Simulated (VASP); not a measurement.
# CdSe (F-43m) in VASP: notebook, part 3 of 3

VASP 6.6.1. Earlier steps stand in the parts before.

## (6) Single point, PBE (volume scaled by 1.10)

INCAR

```
  ALGO = Normal
  EDIFF = 1E-6
  ENCUT = 520
  GGA = PE
  ISIF = 2
  ISMEAR = 0
  LASPH = T
  LCHARG = F
  LREAL = F
  LWAVE = F
  NBANDS = 16
  NELM = 80
  PREC = Accurate
  SIGMA = 0.02
```

KPOINTS

```
k-points
0
Gamma
  10 10 10
```

POSCAR

```
CdSe
1.0
    0.0000000000      3.1984318098      3.1984318098
    3.1984318098      0.0000000000      3.1984318098
    3.1984318098      3.1984318098      0.0000000000
Cd Se
1 1
Direct
    0.0000000000      0.0000000000      0.0000000000
    0.2500000000      0.2500000000      0.2500000000
```

Potentials or basis: VASP PAW PBE potentials, release 64 (Cd, Se).

Launch:

```console
$ cat potpaw_PBE.64/Cd/POTCAR potpaw_PBE.64/Se/POTCAR > POTCAR
$ mpirun -np 1 vasp_std > vasp.out
```

OUTCAR:

```text
EDIFF = 1E-6
   ENCUT = 520
   GGA = PE
   ISIF = 2
   ISMEAR = 0
   LASPH = T
   LREAL = F
   NELM = 80
   PREC = Accurate

 ion  position               nearest neighbor table
   1  0.000  0.000  0.000-   2 2.77   2 2.77   2 2.77   2 2.77
   2  0.250  0.250  0.250-   1 2.77   1 2.77   1 2.77   1 2.77

  LATTYP: Found a face centered cubic cell.
 ALAT       =     6.3968636196

  Lattice vectors:

 A1 = (   0.0000000000,   3.1984318098,   3.1984318098)
 A2 = (   3.1984318098,   0.0000000000,   3.1984318098)
 A3 = (   3.1984318098,   3.1984318098,   0.0000000000)

Analysis of symmetry for initial positions (statically):
=====================================================================
 Subroutine PRICEL returns:
 Original cell was already a primitive cell.

 Routine SETGRP: Setting up the symmetry group for a
 face centered cubic supercell.

 Subroutine GETGRP returns: Found 24 space group operations
 (whereof 24 operations were pure point group operations)
 out of a pool of 48 trial point group operations.

The static configuration has the point symmetry T_d .

Analysis of symmetry for dynamics (positions and initial velocities):
=====================================================================
 Subroutine PRICEL returns:
 Original cell was already a primitive cell.

 Routine SETGRP: Setting up the symmetry group for a
 face centered cubic supercell.

 Subroutine GETGRP returns: Found 24 space group operations
 (whereof 24 operations were pure point group operations)
 out of a pool of 48 trial point group operations.

The dynamic configuration has the point symmetry T_d .

 Subroutine INISYM returns: Found 24 space group operations
 (whereof 24 operations are pure point group operations),
 and found     1 'primitive' translations

----------------------------------------------------------------------------------------

                                     Primitive cell

  volume of cell :      65.4397

[... 108 lines left out ...]
     AMIX_MAG =   1.60;   BMIX_MAG =  1.00
  volume/ion in A,a.u.               =      32.72       220.80
  Fermi-wavevector in a.u.,A,eV,Ry     =   1.064679  2.011951 15.422758  1.133541
  Thomas-Fermi vector in A             =   2.200205
   LORBIT       =      0    0 simple, 1 ext, 2 COOP (PROOUT), +10 PAW based schemes
   GGA     = PE    functional components
   LHFCALC =     F    Hartree Fock is set to
   AEXX    =    0.0000 exact exchange contribution
   IVDW    =     0    specifies the selected vdW correction
   LEPSILON=     F    determine dielectric tensor
   LRPA    =     F    only Hartree local field effects (RPA)
 non-spin polarized calculation
 Gauss-broadening in eV      SIGMA  =   0.02
  energy-cutoff  :      520.00
  volume of cell :       65.44
 maximum number of plane-waves:      1807
 NGX is ok and might be reduce to    36
   NGX = 17   NGY = 17   NGZ = 17

 number of electron      17.9999996 magnetization

 Free energy of the ion-electron system (eV)
  ---------------------------------------------------
  ext. energy  EPLUGINS =         0.00000000
  ---------------------------------------------------
  free energy    TOTEN  =        -5.43760961 eV

  energy without entropy =       -5.43760961  energy(sigma->0) =       -5.43760961

 E-fermi :   0.0128     XC(G=0):  -8.2170

 val. band max:       -0.1436498708   @ k =   0.0000   0.0000   0.0000
 cond. band min:       0.1518144383   @ k =   0.0000   0.0000   0.0000
 fundamental gap:      0.2954643091
 Fermi energy:         0.0128232883

 k-point     1 :       0.0000    0.0000    0.0000
  band No.  band energies     occupation
      1     -12.0054      2.00000
      2      -7.6883      2.00000
      3      -7.6883      2.00000
      4      -7.6883      2.00000
      5      -7.4533      2.00000
      6      -7.4533      2.00000
[... 433 lines left out ...]
      3      -7.5658      2.00000
      4      -7.5236      2.00000
      5      -7.4254      2.00000
      6      -7.3249      2.00000
[... 8 lines left out ...]
     15      11.6823      0.00000
     16      12.5795      0.00000

 [... further k-points ...]

------------------------ aborting loop because EDIFF is reached ----------------------------------------

  FORCE on cell =-STRESS in cart. coord.  units (eV):
  Direction    XX          YY          ZZ          XY          YZ          ZX
  --------------------------------------------------------------------------------------
  -------------------------------------------------------------------------------------
  Total       -1.3306482     -1.3306482     -1.3306482     -0.0000000     -0.0000000      0.0000000
  in kB      -32.5786100    -32.5786100    -32.5786100     -0.0000000     -0.0000000      0.0000000
  external PRESSURE =     -32.5786100 kB  Pullay stress =       0.0000000 kB

 VOLUME and BASIS-vectors are now :
 -----------------------------------------------------------------------------
  energy-cutoff  :      520.00
  volume of cell :       65.44
      direct lattice vectors                 reciprocal lattice vectors
     0.000000000  3.198431810  3.198431810    -0.156326609  0.156326609  0.156326609
     3.198431810  0.000000000  3.198431810     0.156326609 -0.156326609  0.156326609
     3.198431810  3.198431810  0.000000000     0.156326609  0.156326609 -0.156326609

 POSITION                                       TOTAL-FORCE (eV/Angst)
 -----------------------------------------------------------------------------------
      0.00000      0.00000      0.00000         0.000000      0.000000      0.000000
      1.59922      1.59922      1.59922        -0.000000     -0.000000     -0.000000
 -----------------------------------------------------------------------------------
    total drift:                               -0.000000     -0.000000     -0.000000

  FREE ENERGIE OF THE ION-ELECTRON SYSTEM (eV)
  ---------------------------------------------------
  free  energy   TOTEN  =        -5.4376096094 eV

  energy  without entropy=       -5.4376096094  energy(sigma->0) =       -5.43760961
```

OSZICAR:

```text
N       E                     dE             d eps       ncg     rms          rms(c)
DAV:   1     0.102316288802E+03    0.10232E+03   -0.86860E+03  1544   0.986E+02
DAV:   2    -0.168944429485E+01   -0.10401E+03   -0.98348E+02  1808   0.239E+02
DAV:   3    -0.582938416570E+01   -0.41399E+01   -0.41329E+01  1832   0.493E+01
DAV:   4    -0.584756179869E+01   -0.18178E-01   -0.18177E-01  1896   0.328E+00
DAV:   5    -0.584768225042E+01   -0.12045E-03   -0.12045E-03  1912   0.237E-01    0.459E+00
DAV:   6    -0.545481719546E+01    0.39287E+00   -0.60940E-01  2112   0.809E+00    0.384E+00
DAV:   7    -0.543645317143E+01    0.18364E-01   -0.12156E-01  1784   0.229E+00    0.174E+00
DAV:   8    -0.543716426538E+01   -0.71109E-03   -0.10092E-02  1720   0.114E+00    0.222E-01
DAV:   9    -0.543747402919E+01   -0.30976E-03   -0.12816E-03  1848   0.381E-01    0.626E-02
DAV:  10    -0.543755202985E+01   -0.78001E-04   -0.13216E-04  1880   0.131E-01    0.472E-02
DAV:  11    -0.543760966433E+01   -0.57634E-04   -0.84552E-05  1848   0.541E-02    0.173E-02
DAV:  12    -0.543760960938E+01    0.54954E-07   -0.10841E-06  1688   0.763E-03
   1 F= -.54376096E+01 E0= -.54376096E+01  d E =-.119569E-25
```

stdout:

```text
POSCAR found type information on POSCAR CdSe
 POSCAR found :  2 types and       2 ions
 scaLAPACK will be used
 LDA part: xc-table for (Slater+PW92), standard interpolation
 POSCAR, INCAR and KPOINTS ok, starting setup
 FFT: planning ... GRIDC
 FFT: planning ... GRID_SOFT
 FFT: planning ... GRID
 WAVECAR not read
 entering main loop
```

Wall time 92 s (1 thread of AMD EPYC 7R13, shared host); peak memory 0.21 GiB.

Results:

```
Free energy            : -5.4376 eV
Pressure               : -3.3 GPa
Band gap on the k mesh : 0.30 eV, direct
```

Levels at points of the mesh, in eV from the valence-band top:
| k point | band 5 | band 6 | band 7 | band 8 | band 9 | band 10 | band 11 | band 12 | band 13 | band 14 |
| --- | --- | --- | --- | --- | --- | --- | --- | --- | --- | --- |
| (0.00, 0.00, 0.00) | -7.31 | -7.31 | 0.00 | 0.00 | 0.00 | 0.30 | 5.89 | 5.89 | 5.89 | 9.17 |
| (0.50, 0.00, 0.00) | -7.29 | -7.11 | -3.59 | -0.56 | -0.56 | 2.18 | 6.36 | 6.36 | 6.93 | 9.64 |
| (0.50, 0.50, 0.00) | -7.27 | -7.07 | -3.45 | -1.39 | -1.39 | 3.38 | 3.53 | 8.47 | 9.32 | 9.32 |

## (7) Overview

| cell | gap on the mesh (eV) | pressure (GPa) |
| --- | --- | --- |
| a = 4.382 Å, angles 60.0°, 2 atoms | 0.49 | 0.2 |
| a = 4.425 Å, angles 60.0°, 2 atoms | 0.43 | -1.0 |
| a = 4.468 Å, angles 60.0°, 2 atoms | 0.37 | -2.1 |
| a = 4.523 Å, angles 60.0°, 2 atoms | 0.30 | -3.3 |

Alike in all rows: task single point; level PBE; potentials or basis VASP PAW PBE potentials, release 64 (Cd, Se); no spin polarisation; k mesh 10 × 10 × 10; cutoff (eV) 520; smearing gaussian 0.02 eV.

Total energies depend on the potentials used, so only differences within one code and one set of settings carry meaning.
